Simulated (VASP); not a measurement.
# KBr in VASP: notebook

The runs below take KBr through single point, with PBE.

Program: VASP 6.6.1. These are calculated values, not measurements. Logs are shortened: lines on timing, memory, paths and dates and some standing lists are left out, and cuts for length are marked.

**1. The cell of the first run**

The structure is trigonal, space group R-3m (No. 166). Conventional cell: a = 4.703 Å, b = 4.703 Å, c = 11.177 Å, α = 90.00°, β = 90.00°, γ = 120.00°. K (site symmetry -3m) has 6 Br at 3.29 Å within 4.3 Å. Within 4.3 Å of Br (site symmetry -3m) lie 6 K at 3.29 Å.

**2. Single point, PBE (equal xy, yz and zx shear strains of -2 %)**

INCAR reads:

```
PREC = Accurate ; ENCUT = 520
EDIFF = 1E-7 ; ISMEAR = -1
SIGMA = 0.01 ; LREAL = F
LASPH = T ; NELM = 60
ALGO = Normal ; ISIF = 2
LWAVE = F ; LCHARG = F
GGA = PE ; NBANDS = 15
```

KPOINTS reads:

```
regular mesh
0
Gamma
  7 7 7
```

POSCAR reads:

```
KBr
1.0
   -0.0658500000      3.2595750000      3.2595750000
    3.2595750000     -0.0658500000      3.2595750000
    3.2595750000      3.2595750000     -0.0658500000
K Br
1 1
Direct
    0.0000000000      0.0000000000      0.0000000000
    0.5000000000      0.5000000000      0.5000000000
```

Potentials or basis: VASP PAW PBE potentials, release 64 (K_sv, Br).

Launch:

```sh
> cat potpaw_PBE.64/K_sv/POTCAR potpaw_PBE.64/Br/POTCAR > POTCAR
> mpirun -np 1 vasp_std > vasp.out
```

OUTCAR:

```text
PREC = Accurate
   ENCUT = 520
   EDIFF = 1E-7
   ISMEAR = -1
   LREAL = F
   LASPH = T
   NELM = 60
   ISIF = 2
   GGA = PE

 ion  position               nearest neighbor table
   1  0.000  0.000  0.000-   2 3.29   2 3.29   2 3.29   2 3.29   2 3.29   2 3.29
   2  0.500  0.500  0.500-   1 3.29   1 3.29   1 3.29   1 3.29   1 3.29   1 3.29

  LATTYP: Found a trigonal (rhomboedric) cell.
 ALAT       =     4.6102054817
 COS(alpha) =     0.4797000918

  Lattice vectors:

 A1 = (  -0.0658500000,   3.2595750000,   3.2595750000)
 A2 = (   3.2595750000,  -0.0658500000,   3.2595750000)
 A3 = (   3.2595750000,   3.2595750000,  -0.0658500000)

Analysis of symmetry for initial positions (statically):
=====================================================================
 Subroutine PRICEL returns:
 Original cell was already a primitive cell.

 Routine SETGRP: Setting up the symmetry group for a
 trigonal (rhombohedral) supercell.

 Subroutine GETGRP returns: Found 12 space group operations
 (whereof 12 operations were pure point group operations)
 out of a pool of 12 trial point group operations.

The static configuration has the point symmetry D_3d.

Analysis of symmetry for dynamics (positions and initial velocities):
=====================================================================
 Subroutine PRICEL returns:
 Original cell was already a primitive cell.

 Routine SETGRP: Setting up the symmetry group for a
 trigonal (rhombohedral) supercell.

 Subroutine GETGRP returns: Found 12 space group operations
 (whereof 12 operations were pure point group operations)
 out of a pool of 12 trial point group operations.

The dynamic configuration has the point symmetry D_3d.

 Subroutine INISYM returns: Found 12 space group operations
 (whereof 12 operations are pure point group operations),
 and found     1 'primitive' translations

----------------------------------------------------------------------------------------

                                     Primitive cell

  volume of cell :      71.3635

  direct lattice vectors                    reciprocal lattice vectors
    -0.065850000  3.259575000  3.259575000    -0.148822469  0.151890974  0.151890974
     3.259575000 -0.065850000  3.259575000     0.151890974 -0.148822469  0.151890974
     3.259575000  3.259575000 -0.065850000     0.151890974  0.151890974 -0.148822469

  length of vectors
     4.610205482  4.610205482  4.610205482     0.261323292  0.261323292  0.261323292

  position of ions in fractional coordinates (direct lattice)
     0.000000000  0.000000000  0.000000000
     0.500000000  0.500000000  0.500000000

  ion indices of the primitive-cell ions
   primitive index   ion index
                 1           1
                 2           2

----------------------------------------------------------------------------------------

 KPOINTS: regular mesh

Automatic generation of k-mesh.
 Grid dimensions read from file:
 generate k-points for:    7    7    7

 Generating k-lattice:

  Cartesian coordinates                     Fractional coordinates (reciprocal lattice)
    -0.021260353  0.021698711  0.021698711     0.142857143  0.000000000 -0.000000000
     0.021698711 -0.021260353  0.021698711     0.000000000  0.142857143 -0.000000000
     0.021698711  0.021698711 -0.021260353     0.000000000  0.000000000  0.142857143

  Length of vectors
     0.037331899  0.037331899  0.037331899

  Shift w.r.t. Gamma in fractional coordinates (k-lattice)
     0.000000000  0.000000000  0.000000000

 Subroutine IBZKPT returns following result:
 ===========================================

 Found     44 irreducible k-points:

 Following reciprocal coordinates:
            Coordinates               Weight
  0.000000  0.000000  0.000000      1.000000
  0.142857  0.000000  0.000000      6.000000
  0.285714 -0.000000 -0.000000      6.000000
  0.428571  0.000000  0.000000      6.000000
  0.142857  0.142857  0.000000      6.000000
  0.285714  0.142857  0.000000     12.000000
[... 16 lines left out ...]
  0.285714  0.285714  0.142857      6.000000
  0.428571  0.285714  0.142857     12.000000
 [... further k-points ...]
   k-points           NKPTS =     44   k-points in BZ     NKDIM =     44   number of bands    NBANDS=     15
   number of dos      NEDOS =    301   number of ions     NIONS =      2
   total plane-waves  NPLWV =  46656
   dimension x,y,z NGX =    36 NGY =   36 NGZ =   36
   dimension x,y,z NGXF=    72 NGYF=   72 NGZF=   72
   ions per type =               1   1
   NGX,Y,Z   is equivalent  to a cutoff of  12.98, 12.98, 12.98 a.u.
   NGXF,Y,Z  is equivalent  to a cutoff of  25.96, 25.96, 25.96 a.u.
 SYSTEM =  unknown system
   PREC   = accura    normal or accurate (medium, high low for compatibility)
   ISTART =      0    job   : 0-new  1-cont  2-samecut
   ICHARG =      2    charge: 1-file 2-atom 10-const
   ISPIN  =      1    spin polarized calculation?
   LNONCOLLINEAR =      F non collinear calculations
   LSORBIT =      F    spin-orbit coupling
   LASPH  =      T    aspherical Exc in radial PAW
   ENCUT  =  520.0 eV  38.22 Ry    6.18 a.u.   8.57  8.57  8.57*2*pi/ulx,y,z
   NELM   =     60;   NELMIN=  2; NELMDL= -5     # of ELM steps
   EDIFF  = 0.1E-06   stopping-criterion for ELM
   LREAL  =      F    real-space projection
   EDIFFG = 0.1E-05   stopping-criterion for IOM
   NSW    =      0    number of steps for IOM
   IBRION =     -1    ionic relax: 0-MD 1-quasi-New 2-CG
   NFREE  =      0    steps in history (QN), initial steepest desc. (CG)
   ISIF   =      2    stress and relaxation
   ISYM   =      2    0-nonsym 1-usesym 2-fastsym
   POTIM  = 0.5000    time-step for ionic-motion
   TEBEG  =    0.0;   TEEND  =   0.0 temperature during run
   PSTRESS=    0.0 pullay stress
   NELECT =      16.0000    total number of electrons
   NUPDOWN=      -1.0000    fix difference up-down
   EMIN   =  10.00;   EMAX   =-10.00  energy-range for DOS
   EFERMI =   0.00;   METHOD = LEGACY
   ISMEAR =    -1;   SIGMA  =   0.01  broadening in eV -4-tet -1-fermi 0-gaus
   EFERMI_NEDOS =   21; number of points for ismear=-14 and -15
   IALGO  =     38    algorithm
   IMIX   =      4    mixing-type and parameters
     AMIX     =   0.40;   BMIX     =  1.00
     AMIX_MAG =   1.60;   BMIX_MAG =  1.00
  volume/ion in A,a.u.               =      35.68       240.79
  Fermi-wavevector in a.u.,A,eV,Ry     =   0.994541  1.879410 13.457688  0.989112
  Thomas-Fermi vector in A             =   2.126499
   LORBIT       =      0    0 simple, 1 ext, 2 COOP (PROOUT), +10 PAW based schemes
   GGA     = PE    functional components
   LHFCALC =     F    Hartree Fock is set to
   AEXX    =    0.0000 exact exchange contribution
   IVDW    =     0    specifies the selected vdW correction
   LEPSILON=     F    determine dielectric tensor
   LRPA    =     F    only Hartree local field effects (RPA)
 non-spin polarized calculation
  energy-cutoff  :      520.00
  volume of cell :       71.36
 maximum number of plane-waves:      1943
 NGX is ok and might be reduce to    36
   NGX = 17   NGY = 17   NGZ = 17

 number of electron      15.9999998 magnetization

 Free energy of the ion-electron system (eV)
  ---------------------------------------------------
  ext. energy  EPLUGINS =         0.00000000
  ---------------------------------------------------
  free energy    TOTEN  =        -6.21117073 eV

  energy without entropy =       -6.21117073  energy(sigma->0) =       -6.21117073

 E-fermi :  -1.4791     XC(G=0):  -7.3995

 val. band max:       -1.6669235654   @ k =   0.0000   0.0000   0.0000
 cond. band min:       2.7391358623   @ k =   0.0000   0.0000   0.0000
 fundamental gap:      4.4060594278
 Fermi energy:        -1.4790892643

 k-point     1 :       0.0000    0.0000    0.0000
  band No.  band energies     occupation
      1     -29.4804      2.00000
      2     -14.0115      2.00000
      3     -12.9599      2.00000
      4     -12.9572      2.00000
      5     -12.9572      2.00000
      6      -1.7311      2.00000
      7      -1.7311      2.00000
      8      -1.6669      2.00000
      9       2.7391      0.00000
     10       5.8140      0.00000
     11       5.8140      0.00000
     12       6.0604      0.00000
     13       6.7256      0.00000
     14       6.7256      0.00000
     15       9.9112      0.00000

 k-point     2 :       0.1429    0.0000    0.0000
  band No.  band energies     occupation
      1     -29.4794      2.00000
      2     -14.0521      2.00000
      3     -12.9610      2.00000
      4     -12.9578      2.00000
      5     -12.9034      2.00000
      6      -2.0075      2.00000
      7      -1.7973      2.00000
      8      -1.7400      2.00000
      9       3.2380      0.00000
     10       5.7354      0.00000
     11       6.0532      0.00000
     12       6.2746      0.00000
     13       6.9856      0.00000
     14       7.0001      0.00000
     15      10.5872      0.00000

 k-point     3 :       0.2857   -0.0000   -0.0000
  band No.  band energies     occupation
      1     -29.4770      2.00000
      2     -14.1320      2.00000
      3     -12.9640      2.00000
      4     -12.9592      2.00000
      5     -12.7927      2.00000
      6      -2.5211      2.00000
      7      -1.9384      2.00000
      8      -1.8820      2.00000
      9       4.2315      0.00000
     10       5.8343      0.00000
     11       6.7107      0.00000
     12       6.9245      0.00000
     13       7.6841      0.00000
     14       7.7398      0.00000
     15      10.1785      0.00000
[... 343 lines left out ...]
 k-point    23 :       0.2857    0.2857    0.1429
  band No.  band energies     occupation
      1     -29.4767      2.00000
      2     -14.0848      2.00000
      3     -12.9706      2.00000
      4     -12.9663      2.00000
      5     -12.8458      2.00000
      6      -2.4102      2.00000
      7      -1.9140      2.00000
      8      -1.9132      2.00000
      9       4.1702      0.00000
     10       5.2463      0.00000
     11       6.9766      0.00000
     12       6.9775      0.00000
     13       7.3191      0.00000
     14       7.8450      0.00000
     15      10.2958      0.00000

 k-point    24 :       0.4286    0.2857    0.1429
  band No.  band energies     occupation
      1     -29.4750      2.00000
      2     -14.0858      2.00000
      3     -12.9896      2.00000
      4     -12.9680      2.00000
      5     -12.8307      2.00000
      6      -2.5750      2.00000
      7      -2.0338      2.00000
      8      -1.9934      2.00000
      9       4.9259      0.00000
     10       5.1172      0.00000
     11       7.3410      0.00000
     12       7.4849      0.00000
     13       8.0002      0.00000
     14       8.1395      0.00000
     15       9.4680      0.00000

 [... further k-points ...]
[... 5 lines left out ...]
  --------------------------------------------------------------------------------------
  -------------------------------------------------------------------------------------
  Total        0.3883962      0.3883962      0.3883962      0.0411107      0.0411107      0.0411107
  in kB        8.7198576      8.7198576      8.7198576      0.9229729      0.9229729      0.9229729
  external PRESSURE =       8.7198576 kB  Pullay stress =       0.0000000 kB

 VOLUME and BASIS-vectors are now :
 -----------------------------------------------------------------------------
  energy-cutoff  :      520.00
  volume of cell :       71.36
      direct lattice vectors                 reciprocal lattice vectors
    -0.065850000  3.259575000  3.259575000    -0.148822469  0.151890974  0.151890974
     3.259575000 -0.065850000  3.259575000     0.151890974 -0.148822469  0.151890974
     3.259575000  3.259575000 -0.065850000     0.151890974  0.151890974 -0.148822469

 POSITION                                       TOTAL-FORCE (eV/Angst)
 -----------------------------------------------------------------------------------
      0.00000      0.00000      0.00000         0.000000     -0.000000     -0.000000
      3.22665      3.22665      3.22665        -0.000000      0.000000      0.000000
 -----------------------------------------------------------------------------------
    total drift:                                0.000000      0.000000      0.000000

  FREE ENERGIE OF THE ION-ELECTRON SYSTEM (eV)
  ---------------------------------------------------
  free  energy   TOTEN  =        -6.2111707320 eV

  energy  without entropy=       -6.2111707319  energy(sigma->0) =       -6.21117073
```

Wall time 21 s (1 thread of Intel Xeon Platinum 8559C (Emerald Rapids), shared host); peak memory 0.22 GiB.

Results:

- Free energy: -6.2112 eV
- Pressure: 0.9 GPa
- Band gap on the k mesh: 4.41 eV, direct

Levels at points of the mesh, in eV from the valence-band top:
```csv
k point,band 6,band 7,band 8,band 9,band 10,band 11
"(0.00, 0.00, 0.00)",-0.06,-0.06,0.00,4.41,7.48,7.48
```

Caveat: the cell differs from its parent crystal (equal xy, yz and zx shear strains of -2 %).

**3. Single point, PBE (equal xy, yz and zx shear strains of -1 %)**

INCAR reads:

```
SYSTEM = KBr
PREC = Accurate ; ENCUT = 520
EDIFF = 1E-6 ; ISMEAR = -1
SIGMA = 0.01 ; LREAL = .False.
LASPH = .True. ; NELM = 80
ALGO = Normal ; ISIF = 2
LWAVE = .False. ; LCHARG = .False.
GGA = PE ; NBANDS = 15
```

KPOINTS reads:

```
regular mesh
0
Gamma
  7 7 7
  0 0 0
```

POSCAR reads:

```
KBr
1.0
   -0.0329250000      3.2760375000      3.2760375000
    3.2760375000     -0.0329250000      3.2760375000
    3.2760375000      3.2760375000     -0.0329250000
K Br
1 1
Direct
    0.0000000000      0.0000000000      0.0000000000
    0.5000000000      0.5000000000      0.5000000000
```

Potentials or basis: VASP PAW PBE potentials, release 64 (K_sv, Br).

Launch:

```sh
> cat potpaw_PBE.64/K_sv/POTCAR potpaw_PBE.64/Br/POTCAR > POTCAR
> mpirun -np 1 vasp_std > vasp.out
```

It took 20 s on 1 thread of Intel Xeon Platinum 8559C (Emerald Rapids), shared host; peak memory 0.22 GiB.

The run converged. Its results:

| Item | Value |
| --- | --- |
| Free energy | -6.2122 eV |
| Pressure | 0.9 GPa |
| Band gap on the k mesh | 4.43 eV, direct |

Levels at points of the mesh, in eV from the valence-band top:
| k point | band 6 | band 7 | band 8 | band 9 | band 10 | band 11 |
| --- | --- | --- | --- | --- | --- | --- |
| (0.00, 0.00, 0.00) | -0.03 | -0.03 | 0.00 | 4.43 | 7.54 | 7.54 |

Caveat: the cell differs from its parent crystal (equal xy, yz and zx shear strains of -1 %).

**4. Single point, PBE (atom 2 (Br) moved by [0.028868, 0.028868, 0.028868] A)**

INCAR reads:

```
ALGO = Normal ; EDIFF = 1E-6
ENCUT = 520 ; GGA = PE
ISIF = 2 ; ISMEAR = -1
LASPH = T ; LCHARG = F
LREAL = F ; LWAVE = F
NBANDS = 15 ; NELM = 60
PREC = Accurate ; SIGMA = 0.01
```

KPOINTS reads:

```
k-points
0
Gamma
  7 7 7
```

POSCAR reads:

```
KBr
1.0
    0.0000000000      3.2925000000      3.2925000000
    3.2925000000      0.0000000000      3.2925000000
    3.2925000000      3.2925000000      0.0000000000
K Br
1 1
Direct
    0.0000000000      0.0000000000      0.0000000000
    0.5043839028      0.5043839028      0.5043839028
```

Launch:

```sh
> cat potpaw_PBE.64/K_sv/POTCAR potpaw_PBE.64/Br/POTCAR > POTCAR
> mpirun -np 1 vasp_std > vasp.out
```

Wall time 21 s (1 thread of Intel Xeon Platinum 8559C (Emerald Rapids), shared host); peak memory 0.23 GiB.

It converged, with:

* Free energy: -6.2110 eV
* Pressure: 0.9 GPa
* Largest force: 0.064 eV/Å
* Band gap on the k mesh: 4.45 eV, direct

Forces on the atoms (eV/Å):
```
K    0.037  0.037  0.037
Br  -0.037 -0.037 -0.037
```

Levels at points of the mesh, in eV from the valence-band top:
| k point | band 4 | band 5 | band 6 | band 7 | band 8 | band 9 | band 10 | band 11 | band 12 | band 13 |
| --- | --- | --- | --- | --- | --- | --- | --- | --- | --- | --- |
| (0.00, 0.00, 0.00) | -11.24 | -11.24 | 0.00 | 0.00 | 0.00 | 4.45 | 7.61 | 7.61 | 7.61 | 8.44 |

Caveat: the cell differs from its parent crystal (atom 2 (Br) moved by [0.028868, 0.028868, 0.028868] A).

**5. The runs side by side**

```tsv
cell	gap on the mesh (eV)	pressure (GPa)
a = 4.610 Å, angles 61.3°, 2 atoms	4.41	0.9
a = 4.633 Å, angles 60.7°, 2 atoms	4.43	0.9
a = 4.656 Å, angles 60.0°, 2 atoms	4.45	0.9
```

Alike in all rows: task single point; level PBE; potentials or basis VASP PAW PBE potentials, release 64 (K_sv, Br); no spin polarisation; k mesh 7 × 7 × 7; cutoff (eV) 520; smearing fermi-dirac 0.01 eV.

Total energies depend on the potentials used, so only differences within one code and one set of settings carry meaning.
